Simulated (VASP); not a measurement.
# GeSe (Pnma) in VASP: single point with r2SCAN+rVV10

Aim: the single point of GeSe with r2SCAN+rVV10.

Everything below comes from runs of VASP 6.6.1. Logs are shortened: lines on timing, memory, paths and dates and some standing lists are left out, and cuts for length are marked.

### 1 The cell of the first run

It takes space group Pnma (No. 62, orthorhombic). Conventional cell: a = 11.010 Å, b = 3.804 Å, c = 4.536 Å, α = 90.00°, β = 90.00°, γ = 90.00°. Ge (site symmetry m) has 6 Se at 2.56 to 3.51 Å and 2 Ge at 3.51 Å within 3.6 Å. Within 3.9 Å of Se (site symmetry m) lie 6 Ge at 2.56 to 3.51 Å and 8 Se at 3.71 to 3.80 Å.

### 2 Single point, r2SCAN+rVV10

Input file POSCAR:

```
GeSe
1.0
   11.0103044784      0.0000000000      0.0000000000
    0.0000000000      3.8043314846      0.0000000000
    0.0000000000      0.0000000000      4.5363774144
Ge Se
4 4
Direct
    0.1254375754      0.7500000000      0.8860310700
    0.6254375754      0.7500000000      0.6139689300
    0.3745624246      0.2500000000      0.3860310700
    0.8745624246      0.2500000000      0.1139689300
    0.8516134824      0.7500000000      0.4877997361
    0.3516134824      0.7500000000      0.0122002639
    0.6483865176      0.2500000000      0.9877997361
    0.1483865176      0.2500000000      0.5122002639
```

Input file INCAR.step1:

```
  PREC = Accurate
  ENCUT = 550
  ISMEAR = -1
  SIGMA = 0.02
  LREAL = F
  LASPH = T
  NELM = 120
  NBANDS = 50
  GGA = PE
  ALGO = Normal
  EDIFF = 1E-5
  LWAVE = T
  LCHARG = F
  GGA_COMPAT = F
```

Input file INCAR.step2:

```
  PREC = Accurate
  ENCUT = 550
  EDIFF = 1E-6
  ISMEAR = -1
  SIGMA = 0.02
  LREAL = F
  LASPH = T
  NELM = 120
  ALGO = Normal
  ISIF = 2
  LWAVE = F
  LCHARG = F
  METAGGA = R2SCAN
  LMIXTAU = T
  LUSE_VDW = T
  IVDW_NL = 2
  BPARAM = 11.95
  CPARAM = 0.0093
  NBANDS = 50
  ISTART = 1
  GGA_COMPAT = F
```

Input file KPOINTS:

```
regular mesh
0
Gamma
  2 6 6
```

Potentials or basis: VASP PAW PBE potentials, release 64 (Ge_d, Se).

The run is started by

```bash
$ cat potpaw_PBE.64/Ge_d/POTCAR potpaw_PBE.64/Se/POTCAR > POTCAR
$ cp INCAR.step1 INCAR
$ mpirun -np 1 vasp_std > vasp.out
$ cp INCAR.step2 INCAR
$ mpirun -np 1 vasp_std > vasp.out
```

OUTCAR:

```text
PREC = Accurate
   ENCUT = 550
   EDIFF = 1E-6
   ISMEAR = -1
   LREAL = F
   LASPH = T
   NELM = 120
   ISIF = 2
   METAGGA = R2SCAN
   IVDW_NL = 2
   BPARAM = 11.95
   ISTART = 1

 ion  position               nearest neighbor table
   1  0.125  0.750  0.886-   6 2.56   8 2.56   8 2.56
   2  0.625  0.750  0.614-   5 2.56   7 2.56   7 2.56
   3  0.375  0.250  0.386-   8 2.56   6 2.56   6 2.56
   4  0.875  0.250  0.114-   7 2.56   5 2.56   5 2.56
   5  0.852  0.750  0.488-   2 2.56   4 2.56   4 2.56
   6  0.352  0.750  0.012-   1 2.56   3 2.56   3 2.56
   7  0.648  0.250  0.988-   4 2.56   2 2.56   2 2.56
   8  0.148  0.250  0.512-   3 2.56   1 2.56   1 2.56

  LATTYP: Found a simple orthorhombic cell.
 ALAT       =     3.8043314846
 B/A-ratio  =     1.1924243281
 C/A-ratio  =     2.8941496089

  Lattice vectors:

 A1 = (   0.0000000000,   3.8043314846,   0.0000000000)
 A2 = (   0.0000000000,   0.0000000000,   4.5363774144)
 A3 = (  11.0103044784,   0.0000000000,   0.0000000000)

Analysis of symmetry for initial positions (statically):
=====================================================================
 Subroutine PRICEL returns:
 Original cell was already a primitive cell.

 Routine SETGRP: Setting up the symmetry group for a
 simple orthorhombic supercell.

 Subroutine GETGRP returns: Found  8 space group operations
 (whereof  2 operations were pure point group operations)
 out of a pool of  8 trial point group operations.

The static configuration has the point symmetry S_2 .
 The point group associated with its full space group is D_2h.

Analysis of symmetry for dynamics (positions and initial velocities):
=====================================================================
 Subroutine PRICEL returns:
 Original cell was already a primitive cell.

 Routine SETGRP: Setting up the symmetry group for a
 simple orthorhombic supercell.

 Subroutine GETGRP returns: Found  8 space group operations
 (whereof  2 operations were pure point group operations)
 out of a pool of  8 trial point group operations.

The dynamic configuration has the point symmetry S_2 .
 The point group associated with its full space group is D_2h.

 Subroutine INISYM returns: Found  8 space group operations
 (whereof  2 operations are pure point group operations),
 and found     1 'primitive' translations

----------------------------------------------------------------------------------------

                                     Primitive cell

  volume of cell :     190.0146

  direct lattice vectors                    reciprocal lattice vectors
    11.010304478  0.000000000  0.000000000     0.090824010  0.000000000  0.000000000
     0.000000000  3.804331485  0.000000000     0.000000000  0.262858272  0.000000000
     0.000000000  0.000000000  4.536377414     0.000000000  0.000000000  0.220440212

  length of vectors
    11.010304478  3.804331485  4.536377414     0.090824010  0.262858272  0.220440212

  position of ions in fractional coordinates (direct lattice)
     0.125437575  0.750000000  0.886031070
     0.625437575  0.750000000  0.613968930
     0.374562425  0.250000000  0.386031070
     0.874562425  0.250000000  0.113968930
     0.851613482  0.750000000  0.487799736
     0.351613482  0.750000000  0.012200264
     0.648386518  0.250000000  0.987799736
     0.148386518  0.250000000  0.512200264

  ion indices of the primitive-cell ions
   primitive index   ion index
                 1           1
                 2           2
                 3           3
                 4           4
                 5           5
                 6           6
                 7           7
                 8           8

----------------------------------------------------------------------------------------

 KPOINTS: regular mesh

Automatic generation of k-mesh.
 Grid dimensions read from file:
 generate k-points for:    2    6    6

 Generating k-lattice:

  Cartesian coordinates                     Fractional coordinates (reciprocal lattice)
     0.045412005  0.000000000  0.000000000     0.500000000  0.000000000  0.000000000
     0.000000000  0.043809712  0.000000000     0.000000000  0.166666667  0.000000000
     0.000000000  0.000000000  0.036740035     0.000000000  0.000000000  0.166666667

  Length of vectors
     0.045412005  0.043809712  0.036740035

  Shift w.r.t. Gamma in fractional coordinates (k-lattice)
     0.000000000  0.000000000  0.000000000

 Subroutine IBZKPT returns following result:
 ===========================================

 Found     32 irreducible k-points:

 Following reciprocal coordinates:
            Coordinates               Weight
  0.000000  0.000000  0.000000      1.000000
  0.500000  0.000000  0.000000      1.000000
  0.000000  0.166667  0.000000      2.000000
  0.500000  0.166667  0.000000      2.000000
  0.000000  0.333333  0.000000      2.000000
  0.500000  0.333333  0.000000      2.000000
[... 16 lines left out ...]
  0.000000  0.500000  0.333333      2.000000
  0.500000  0.500000  0.333333      2.000000
 [... further k-points ...]
   k-points           NKPTS =     32   k-points in BZ     NKDIM =     32   number of bands    NBANDS=     50
   number of dos      NEDOS =    301   number of ions     NIONS =      8
   total plane-waves  NPLWV =  90720
   dimension x,y,z NGX =    84 NGY =   30 NGZ =   36
   dimension x,y,z NGXF=   168 NGYF=   60 NGZF=   72
   ions per type =               4   4
   NGX,Y,Z   is equivalent  to a cutoff of  12.68, 13.11, 13.19 a.u.
   NGXF,Y,Z  is equivalent  to a cutoff of  25.37, 26.22, 26.39 a.u.
 SYSTEM =  unknown system
   PREC   = accura    normal or accurate (medium, high low for compatibility)
   ISTART =      1    job   : 0-new  1-cont  2-samecut
   ICHARG =      0    charge: 1-file 2-atom 10-const
   ISPIN  =      1    spin polarized calculation?
   LNONCOLLINEAR =      F non collinear calculations
   LSORBIT =      F    spin-orbit coupling
   LASPH  =      T    aspherical Exc in radial PAW
   ENCUT  =  550.0 eV  40.42 Ry    6.36 a.u.  21.05  7.27  8.67*2*pi/ulx,y,z
   NELM   =    120;   NELMIN=  2; NELMDL=  0     # of ELM steps
   EDIFF  = 0.1E-05   stopping-criterion for ELM
   LREAL  =      F    real-space projection
   EDIFFG = 0.1E-04   stopping-criterion for IOM
   NSW    =      0    number of steps for IOM
   IBRION =     -1    ionic relax: 0-MD 1-quasi-New 2-CG
   NFREE  =      0    steps in history (QN), initial steepest desc. (CG)
   ISIF   =      2    stress and relaxation
   ISYM   =      2    0-nonsym 1-usesym 2-fastsym
   POTIM  = 0.5000    time-step for ionic-motion
   TEBEG  =    0.0;   TEEND  =   0.0 temperature during run
   PSTRESS=    0.0 pullay stress
   NELECT =      80.0000    total number of electrons
   NUPDOWN=      -1.0000    fix difference up-down
   EMIN   =  10.00;   EMAX   =-10.00  energy-range for DOS
   EFERMI =   0.00;   METHOD = LEGACY
   ISMEAR =    -1;   SIGMA  =   0.02  broadening in eV -4-tet -1-fermi 0-gaus
   EFERMI_NEDOS =   21; number of points for ismear=-14 and -15
   IALGO  =     38    algorithm
   IMIX   =      4    mixing-type and parameters
     AMIX     =   0.40;   BMIX     =  1.00
     AMIX_MAG =   1.60;   BMIX_MAG =  1.00
  volume/ion in A,a.u.               =      23.75       160.29
  Fermi-wavevector in a.u.,A,eV,Ry     =   1.226994  2.318683 20.483775  1.505515
  Thomas-Fermi vector in A             =   2.361974
   LORBIT       =      0    0 simple, 1 ext, 2 COOP (PROOUT), +10 PAW based schemes
   METAGGA = R2SCAN    functional components
   LHFCALC =     F    Hartree Fock is set to
   AEXX    =    0.0000 exact exchange contribution
   IVDW_NL    =     2    kernel type
   BPARAM     =11.9500
   IVDW    =     0    specifies the selected vdW correction
   LEPSILON=     F    determine dielectric tensor
   LRPA    =     F    only Hartree local field effects (RPA)
 non-spin polarized calculation
  energy-cutoff  :      550.00
  volume of cell :      190.01
 maximum number of plane-waves:      5598
   NGX = 43   NGY = 15   NGZ = 17

 number of electron      79.9999980 magnetization

 Free energy of the ion-electron system (eV)
  ---------------------------------------------------
  ext. energy  EPLUGINS =         0.00000000
  ---------------------------------------------------
  free energy    TOTEN  =      -112.15457144 eV

  energy without entropy =     -112.15457144  energy(sigma->0) =     -112.15457144

 E-fermi :   4.2924     XC(G=0): -10.3957

 val. band max:        3.8369076954   @ k =   0.0000   0.0000   0.0000
 cond. band min:       4.8492350390   @ k =   0.0000   0.0000   0.0000
 fundamental gap:      1.0123273436
 Fermi energy:         4.2924211038

 k-point     1 :       0.0000    0.0000    0.0000
  band No.  band energies     occupation
      1     -21.3661      2.00000
      2     -21.3635      2.00000
      3     -21.3607      2.00000
      4     -21.3597      2.00000
      5     -21.3595      2.00000
      6     -21.3588      2.00000
[... 42 lines left out ...]
     49       9.1681      0.00000
     50       9.6834      0.00000

 k-point     2 :       0.5000    0.0000    0.0000
  band No.  band energies     occupation
      1     -21.3650      2.00000
      2     -21.3650      2.00000
      3     -21.3603      2.00000
      4     -21.3603      2.00000
      5     -21.3584      2.00000
      6     -21.3584      2.00000
[... 42 lines left out ...]
     49       9.3984      0.00000
     50       9.3985      0.00000

 k-point     3 :       0.0000    0.1667    0.0000
  band No.  band energies     occupation
      1     -21.3644      2.00000
      2     -21.3636      2.00000
      3     -21.3622      2.00000
      4     -21.3613      2.00000
      5     -21.3584      2.00000
      6     -21.3580      2.00000
[... 1102 lines left out ...]
     49       8.9223      0.00000
     50       8.9223      0.00000

 k-point    24 :       0.5000    0.5000    0.3333
  band No.  band energies     occupation
      1     -21.3673      2.00000
      2     -21.3673      2.00000
      3     -21.3673      2.00000
      4     -21.3673      2.00000
      5     -21.3524      2.00000
      6     -21.3524      2.00000
[... 42 lines left out ...]
     49       9.7082      0.00000
     50       9.7082      0.00000

 [... further k-points ...]

------------------------ aborting loop because EDIFF is reached ----------------------------------------

  FORCE on cell =-STRESS in cart. coord.  units (eV):
  Direction    XX          YY          ZZ          XY          YZ          ZX
  --------------------------------------------------------------------------------------
  -------------------------------------------------------------------------------------
  Total        0.0979649      0.0804237      0.1170157      0.0000000      0.0000000      0.0000000
  in kB        0.8260270      0.6781219      0.9866610      0.0000000      0.0000000      0.0000000
  external PRESSURE =       0.8302700 kB  Pullay stress =       0.0000000 kB

 VOLUME and BASIS-vectors are now :
 -----------------------------------------------------------------------------
  energy-cutoff  :      550.00
  volume of cell :      190.01
      direct lattice vectors                 reciprocal lattice vectors
    11.010304478  0.000000000  0.000000000     0.090824010  0.000000000  0.000000000
     0.000000000  3.804331485  0.000000000     0.000000000  0.262858272  0.000000000
     0.000000000  0.000000000  4.536377414     0.000000000  0.000000000  0.220440212

 POSITION                                       TOTAL-FORCE (eV/Angst)
 -----------------------------------------------------------------------------------
      1.38111      2.85325      4.01937        -0.019816      0.000000      0.017035
      6.88626      2.85325      2.78519        -0.019816     -0.000000     -0.017035
      4.12405      0.95108      1.75118         0.019816      0.000000      0.017035
      9.62920      0.95108      0.51701         0.019816      0.000000     -0.017035
      9.37652      2.85325      2.21284         0.008773      0.000000      0.010172
      3.87137      2.85325      0.05535         0.008773      0.000000     -0.010172
      7.13893      0.95108      4.48103        -0.008773      0.000000      0.010172
      1.63378      0.95108      2.32353        -0.008773      0.000000     -0.010172
 -----------------------------------------------------------------------------------
    total drift:                                0.000000      0.000000     -0.000000

  FREE ENERGIE OF THE ION-ELECTRON SYSTEM (eV)
  ---------------------------------------------------
  free  energy   TOTEN  =      -112.1545714400 eV

  energy  without entropy=     -112.1545714400  energy(sigma->0) =     -112.15457144
```

It took 33 min on 1 thread of Oxide Virtual Turin-like, shared host; peak memory 0.77 GiB.

What came out:

```
Free energy            : -112.1546 eV
Pressure               : 0.1 GPa
Largest force          : 0.026 eV/Å
Band gap on the k mesh : 1.01 eV
```

Forces in eV/Å, atoms in the order of the input:
```
Ge  -0.020  0.000  0.017
Ge  -0.020  0.000 -0.017
Ge   0.020  0.000  0.017
Ge   0.020  0.000 -0.017
Se   0.009  0.000  0.010
Se   0.009  0.000 -0.010
Se  -0.009  0.000  0.010
Se  -0.009  0.000 -0.010
```

Caveat: the PAW data sets were made with another functional, which shifts forces and pressure a little. A k mesh can miss the band edges.
